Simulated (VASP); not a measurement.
Input of a VASP 6.6.1 run:

INCAR

```
SYSTEM = LiZn
PREC = Accurate
ENCUT = 520
EDIFF = 1E-6
ISMEAR = -1
SIGMA = 0.08
LREAL = .False.
LASPH = .True.
NELM = 100
ALGO = Normal
ISIF = 2
LWAVE = .False.
LCHARG = .False.
GGA = CA
NBANDS = 23
```

KPOINTS

```
Automatic mesh
0
Gamma
  9 9 9
  0 0 0
```

The input POSCAR:

```
LiZn
1.0
    0.0000000000      3.1519389053      3.1519389053
    3.1519389053      0.0000000000      3.1519389053
    3.1519389053      3.1519389053      0.0000000000
Li Zn
2 2
Direct
    0.5000000000      0.5000000000      0.5000000000
    0.7500000000      0.7500000000      0.7500000000
    0.0000000000      0.0000000000      0.0000000000
    0.2500000000      0.2500000000      0.2500000000
```

Potentials or basis: VASP PAW LDA potentials, release 64 (Li_sv, Zn).

The run is started by

```sh
$ cat potpaw_LDA.64/Li_sv/POTCAR potpaw_LDA.64/Zn/POTCAR > POTCAR
$ mpirun -np 1 vasp_std > vasp.out
```

Predict the band gap on the k mesh.

zero (bands 15 and 16 overlap by 4.35 eV).
